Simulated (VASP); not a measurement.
# Nd2GeB (P6/mmm) in VASP: a series of runs

Nd2GeB is run at these levels: PBE; tasks: single point, relaxation of cell and atoms.

Everything below comes from runs of VASP 6.6.1. Logs are shortened: lines on timing, memory, paths and dates and some standing lists are left out, and cuts for length are marked.

### Step 1. The cell of the first run

It takes space group P6/mmm (No. 191, hexagonal). Conventional cell: a = 5.343 Å, b = 5.343 Å, c = 3.922 Å, α = 90.00°, β = 90.00°, γ = 120.00°. Nd (site symmetry -6m2) has 5 Nd at 3.08 to 3.92 Å and 3 Ge at 3.08 Å and 6 B at 3.66 Å within 4.1 Å. Within 2.6 Å of Ge (site symmetry 6/mmm) lie 2 B at 1.96 Å. B (site symmetry 6/mmm) has 2 Ge at 1.96 Å within 2.6 Å.

The cell was generated, and may not be a known phase.

### Step 2. Single point, PBE

The input, INCAR:

```
SYSTEM = Nd2GeB
PREC = Accurate
ENCUT = 500
EDIFF = 1E-6
ISMEAR = 0
SIGMA = 0.1
LREAL = .FALSE.
LASPH = .TRUE.
NELM = 200
ALGO = Normal
ISIF = 2
LWAVE = .FALSE.
LCHARG = .TRUE.
GGA = PE
LELF = .TRUE.
LVHAR = .TRUE.
NBANDS = 28
GGA_COMPAT = .FALSE.
LMAXMIX = 6
```

The input, KPOINTS:

```
regular mesh
0
G
  12 12 12
  0 0 0
```

The input, POSCAR:

```
Nd2GeB
1.0
    5.3426603001      0.0000000000      0.0000000000
   -2.6713301501      4.6268795437      0.0000000000
    0.0000000000      0.0000000000      3.9224686288
Nd Ge B
2 1 1
Direct
    0.3333333333      0.6666666667      0.0000000000
    0.6666666667      0.3333333333      0.0000000000
    0.0000000000      0.0000000000      0.0000000000
    0.0000000000      0.0000000000      0.5000000000
```

Potentials or basis: VASP PAW PBE potentials, release 64 (Nd_3, Ge_d, B), 4f in core.

On the command line:

```sh
> cat potpaw_PBE.64/Nd_3/POTCAR potpaw_PBE.64/Ge_d/POTCAR potpaw_PBE.64/B/POTCAR > POTCAR
> mpirun -np 1 vasp_std > vasp.out
```

OUTCAR:

```text
SYSTEM = Nd2GeB
   PREC = Accurate
   ENCUT = 500
   EDIFF = 1E-6
   ISMEAR = 0
   LREAL = .FALSE.
   LASPH = .TRUE.
   NELM = 200
   ISIF = 2
   GGA = PE

 ion  position               nearest neighbor table
   1  0.333  0.667  0.000-   2 3.08   2 3.08   3 3.08   3 3.08   3 3.08   2 3.08
   2  0.667  0.333  0.000-   1 3.08   1 3.08   3 3.08   3 3.08   3 3.08   1 3.08
   3  0.000  0.000  0.000-   4 1.96   4 1.96   1 3.08   2 3.08   2 3.08   1 3.08   2 3.08   1 3.08

   4  0.000  0.000  0.500-   3 1.96   3 1.96

  LATTYP: Found a hexagonal cell.
 ALAT       =     5.3426603001
 C/A-ratio  =     0.7341789312

  Lattice vectors:

 A1 = (   5.3426603001,   0.0000000000,   0.0000000000)
 A2 = (  -2.6713301501,   4.6268795437,   0.0000000000)
 A3 = (   0.0000000000,   0.0000000000,   3.9224686288)

Analysis of symmetry for initial positions (statically):
=====================================================================
 Subroutine PRICEL returns:
 Original cell was already a primitive cell.

 Routine SETGRP: Setting up the symmetry group for a
 hexagonal supercell.

 Subroutine GETGRP returns: Found 24 space group operations
 (whereof 24 operations were pure point group operations)
 out of a pool of 24 trial point group operations.

The static configuration has the point symmetry D_6h.

Analysis of symmetry for dynamics (positions and initial velocities):
=====================================================================
 Subroutine PRICEL returns:
 Original cell was already a primitive cell.

 Routine SETGRP: Setting up the symmetry group for a
 hexagonal supercell.

 Subroutine GETGRP returns: Found 24 space group operations
 (whereof 24 operations were pure point group operations)
 out of a pool of 24 trial point group operations.

The dynamic configuration has the point symmetry D_6h.

 Subroutine INISYM returns: Found 24 space group operations
 (whereof 24 operations are pure point group operations),
 and found     1 'primitive' translations

----------------------------------------------------------------------------------------

                                     Primitive cell

  volume of cell :      96.9628

  direct lattice vectors                    reciprocal lattice vectors
     5.342660300  0.000000000  0.000000000     0.187172671  0.108064192  0.000000000
    -2.671330150  4.626879544  0.000000000     0.000000000  0.216128384  0.000000000
[... 84 lines left out ...]
   LNONCOLLINEAR =      F non collinear calculations
   LSORBIT =      F    spin-orbit coupling
   LASPH  =      T    aspherical Exc in radial PAW
   ENCUT  =  500.0 eV  36.75 Ry    6.06 a.u.   9.74  9.74  7.15*2*pi/ulx,y,z
   NELM   =    200;   NELMIN=  2; NELMDL= -5     # of ELM steps
   EDIFF  = 0.1E-05   stopping-criterion for ELM
   LREAL  =      F    real-space projection
   EDIFFG = 0.1E-04   stopping-criterion for IOM
   NSW    =      0    number of steps for IOM
   IBRION =     -1    ionic relax: 0-MD 1-quasi-New 2-CG
   NFREE  =      0    steps in history (QN), initial steepest desc. (CG)
   ISIF   =      2    stress and relaxation
   ISYM   =      2    0-nonsym 1-usesym 2-fastsym
   POTIM  = 0.5000    time-step for ionic-motion
   TEBEG  =    0.0;   TEEND  =   0.0 temperature during run
   PSTRESS=    0.0 pullay stress
   NELECT =      39.0000    total number of electrons
   NUPDOWN=      -1.0000    fix difference up-down
   EMIN   =  10.00;   EMAX   =-10.00  energy-range for DOS
   EFERMI =   0.00;   METHOD = LEGACY
   ISMEAR =     0;   SIGMA  =   0.10  broadening in eV -4-tet -1-fermi 0-gaus
   EFERMI_NEDOS =   21; number of points for ismear=-14 and -15
   IALGO  =     38    algorithm
   IMIX   =      4    mixing-type and parameters
     AMIX     =   0.40;   BMIX     =  1.00
     AMIX_MAG =   1.60;   BMIX_MAG =  1.00
  volume/ion in A,a.u.               =      24.24       163.58
  Fermi-wavevector in a.u.,A,eV,Ry     =   1.208448  2.283636 19.869220  1.460346
  Thomas-Fermi vector in A             =   2.344055
   LORBIT       =      0    0 simple, 1 ext, 2 COOP (PROOUT), +10 PAW based schemes
   GGA     = PE    functional components
   LHFCALC =     F    Hartree Fock is set to
   AEXX    =    0.0000 exact exchange contribution
   IVDW    =     0    specifies the selected vdW correction
   LEPSILON=     F    determine dielectric tensor
   LRPA    =     F    only Hartree local field effects (RPA)
 non-spin polarized calculation
 Gauss-broadening in eV      SIGMA  =   0.10
  energy-cutoff  :      500.00
  volume of cell :       96.96
 maximum number of plane-waves:      2486
 NGX is ok and might be reduce to    40
   NGX = 19   NGY = 19   NGZ = 15

 number of electron      39.0000014 magnetization

 Free energy of the ion-electron system (eV)
  ---------------------------------------------------
  ext. energy  EPLUGINS =         0.00000000
  ---------------------------------------------------
  free energy    TOTEN  =       -18.28327012 eV

  energy without entropy =      -18.26551992  energy(sigma->0) =      -18.27439502

 E-fermi :   4.3341     XC(G=0): -10.0358

 val. band max:        4.3319434091   @ k =   0.3333   0.0833   0.2500
 cond. band min:       4.3437771653   @ k =   0.3333   0.0833   0.0000
 fundamental gap:      0.0118337562
 Fermi energy:         4.3340714694

 k-point     1 :       0.0000    0.0000    0.0000
  band No.  band energies     occupation
      1     -34.0950      2.00000
      2     -33.6744      2.00000
      3     -20.3183      2.00000
      4     -20.2361      2.00000
      5     -20.2361      2.00000
      6     -20.1992      2.00000
[... 733 lines left out ...]
     27       8.0572      0.00000
     28       8.5681      0.00000

 [... further k-points ...]
[... 5 lines left out ...]
  --------------------------------------------------------------------------------------
  -------------------------------------------------------------------------------------
  Total        0.1083257      0.1083257     -0.1012846     -0.0000000     -0.0000000      0.0000000
  in kB        1.7899328      1.7899328     -1.6735881     -0.0000000     -0.0000000      0.0000000
  external PRESSURE =       0.6354258 kB  Pullay stress =       0.0000000 kB

 VOLUME and BASIS-vectors are now :
 -----------------------------------------------------------------------------
  energy-cutoff  :      500.00
  volume of cell :       96.96
      direct lattice vectors                 reciprocal lattice vectors
     5.342660300  0.000000000  0.000000000     0.187172671  0.108064192  0.000000000
    -2.671330150  4.626879544  0.000000000     0.000000000  0.216128384  0.000000000
     0.000000000  0.000000000  3.922468629     0.000000000  0.000000000  0.254941491

 POSITION                                       TOTAL-FORCE (eV/Angst)
 -----------------------------------------------------------------------------------
     -0.00000      3.08459      0.00000        -0.000000      0.000000      0.000000
      2.67133      1.54229      0.00000         0.000000      0.000000     -0.000000
      0.00000      0.00000      0.00000         0.000000      0.000000     -0.000000
      0.00000      0.00000      1.96123         0.000000      0.000000     -0.000000
 -----------------------------------------------------------------------------------
    total drift:                                0.000000     -0.000000      0.000000

  FREE ENERGIE OF THE ION-ELECTRON SYSTEM (eV)
  ---------------------------------------------------
  free  energy   TOTEN  =       -18.2832701169 eV

  energy  without entropy=      -18.2655199156  energy(sigma->0) =      -18.27439502
```

OSZICAR:

```text
N       E                     dE             d eps       ncg     rms          rms(c)
DAV:   1     0.357315523599E+03    0.35732E+03   -0.18038E+04  9004   0.212E+03
DAV:   2     0.265073155615E+02   -0.33081E+03   -0.32081E+03  7780   0.642E+02
DAV:   3    -0.146575318911E+02   -0.41165E+02   -0.40289E+02  9216   0.133E+02
DAV:   4    -0.189503783942E+02   -0.42928E+01   -0.42490E+01 13592   0.364E+01
DAV:   5    -0.190105594682E+02   -0.60181E-01   -0.60057E-01  9256   0.428E+00    0.845E+00
DAV:   6    -0.184315925338E+02    0.57897E+00   -0.23759E+00 10472   0.501E+00    0.486E+00
DAV:   7    -0.183134782654E+02    0.11811E+00   -0.40631E-01 10900   0.348E+00    0.219E+00
DAV:   8    -0.182840323766E+02    0.29446E-01   -0.91695E-02 10912   0.165E+00    0.324E-01
DAV:   9    -0.182833275469E+02    0.70483E-03   -0.15675E-02 12144   0.583E-01    0.142E-01
DAV:  10    -0.182832301369E+02    0.97410E-04   -0.10003E-03  9776   0.152E-01    0.920E-02
DAV:  11    -0.182832759647E+02   -0.45828E-04   -0.28441E-04  9128   0.109E-01    0.287E-02
DAV:  12    -0.182832710169E+02    0.49478E-05   -0.20195E-05  9548   0.334E-02    0.488E-03
DAV:  13    -0.182832697991E+02    0.12178E-05   -0.16680E-06  6940   0.822E-03    0.159E-03
DAV:  14    -0.182832701169E+02   -0.31784E-06   -0.17642E-07  5244   0.340E-03
   1 F= -.18283270E+02 E0= -.18274395E+02  d E =-.177502E-01
```

stdout:

```text
POSCAR found type information on POSCAR NdGeB
 POSCAR found :  3 types and       4 ions
 scaLAPACK will be used
 LDA part: xc-table for (Slater+PW92), standard interpolation
 POSCAR, INCAR and KPOINTS ok, starting setup
 FFT: planning ... GRIDC
 FFT: planning ... GRID_SOFT
 FFT: planning ... GRID
 WAVECAR not read
 entering main loop
```

Run time: 2.4 min. Hardware: 1 thread of Intel Xeon Platinum 8559C (Emerald Rapids), shared host; peak memory 0.45 GiB.

What came out:

```
Free energy            : -18.2833 eV
Pressure               : 0.1 GPa
Band gap on the k mesh : zero (an odd number of electrons rules out a gap without spin polarisation)
```

Stress tensor (GPa, compression positive):
```
 0.18  0.00  0.00
 0.00  0.18  0.00
 0.00  0.00 -0.17
```

Levels at points of the mesh, in eV from the Fermi level:
```
           k point  band 18  band 19  band 20  band 21  band 22  band 23
(0.00, 0.00, 0.00)    -2.27    -0.53     1.20     1.48     1.48     1.68
(0.50, 0.00, 0.00)    -1.51    -0.71     0.06     0.43     0.51     0.95
(0.00, 0.00, 0.50)    -1.05    -1.05    -0.71    -0.71     0.71     2.12
(0.50, 0.00, 0.50)    -2.00    -1.58    -0.41     0.23     2.20     2.36
```

Caveat: spin-orbit coupling is left out, which moves the levels of the heavy elements; the 4f electrons are frozen in the core, so they carry no moment and show no levels; an odd number of electrons without spin polarisation forces a metal; a magnetic or distorted state may lie lower. Spin polarisation is off, so any magnetic state and its effect on volume and gap are missing.

### Step 3. Relaxation of cell and atoms, PBE

The input, INCAR:

```
PREC = Accurate ; ENCUT = 500
EDIFF = 1E-7 ; ISMEAR = 0
SIGMA = 0.1 ; LREAL = False
LASPH = True ; NELM = 200
ALGO = Normal ; ISIF = 3
LWAVE = False ; LCHARG = False
GGA = PE ; IBRION = 2
NSW = 100 ; EDIFFG = -0.01
GGA_COMPAT = False ; NELMIN = 4
LMAXMIX = 6
```

The input, KPOINTS:

```
Automatic mesh
0
Gamma
  12 12 12
```

The input, POSCAR:

```
Nd2GeB
1.0
    5.3238602402      0.0000000000      0.0000000000
   -2.6619301201      4.6105982142      0.0000000000
    0.0000000000      0.0000000000      3.9570196255
Nd Ge B
2 1 1
Direct
    0.3333333333      0.6666666667      0.0000000000
    0.6666666667      0.3333333333      0.0000000000
    0.0000000000      0.0000000000      0.0000000000
    0.0000000000      0.0000000000      0.5000000000
```

Potentials or basis: VASP PAW PBE potentials, release 64 (Nd_3, Ge_d, B), 4f in core.

On the command line:

```sh
> cat potpaw_PBE.64/Nd_3/POTCAR potpaw_PBE.64/Ge_d/POTCAR potpaw_PBE.64/B/POTCAR > POTCAR
> mpirun -np 1 vasp_std > vasp.out
```

Wall time 5 min (1 thread of Intel Xeon Platinum 8559C (Emerald Rapids), shared host); peak memory 0.44 GiB.

It converged, with:

```yaml
Free_energy: -18.2835 eV
Relaxed_volume: 24.27 Å³/atom
Relaxed_cell: a = 5.350 Å, b = 5.350 Å, c = 3.916 Å, α = 90.00°, β = 90.00°, γ = 120.00°
Space_group_after_relaxing_to_0.1_Å: P6/mmm (No. 191)
Energy_gained_by_relaxing: 1.3 meV/atom
Ionic_steps: 3
Pressure_after_relaxing: 0.0 GPa
Band_gap_on_the_k_mesh: zero (an odd number of electrons rules out a gap without spin polarisation)
```

The path:
```
step  energy change (eV)  largest force (eV/Å)  pressure (GPa)  volume (Å³)
   1              0.0000                0.0000           -0.01        97.13
   2             -0.0052                0.0000           -0.01        97.09
   3             -0.0053                0.0000            0.01        97.08
```

Final structure:
```
Nd Ge B
1.0
     5.35045    0.00000    0.00000
    -2.67523    4.63363    0.00000
     0.00000    0.00000    3.91596
Nd Ge B
2 1 1
Direct
  0.33333 0.66667 0.00000
  0.66667 0.33333 0.00000
  0.00000 0.00000 0.00000
  0.00000 0.00000 0.50000
```

Levels at points of the mesh, in eV from the Fermi level:
```
           k point  band 18  band 19  band 20  band 21  band 22  band 23
(0.00, 0.00, 0.00)    -2.25    -0.54     1.18     1.50     1.50     1.67
(0.50, 0.00, 0.00)    -1.50    -0.71     0.06     0.44     0.50     0.97
(0.00, 0.00, 0.50)    -1.06    -1.06    -0.71    -0.71     0.70     2.11
(0.50, 0.00, 0.50)    -1.99    -1.58    -0.41     0.22     2.18     2.34
```

Caveat: spin-orbit coupling is left out, which moves the levels of the heavy elements; the 4f electrons are frozen in the core, so they carry no moment and show no levels; an odd number of electrons without spin polarisation forces a metal; a magnetic or distorted state may lie lower.
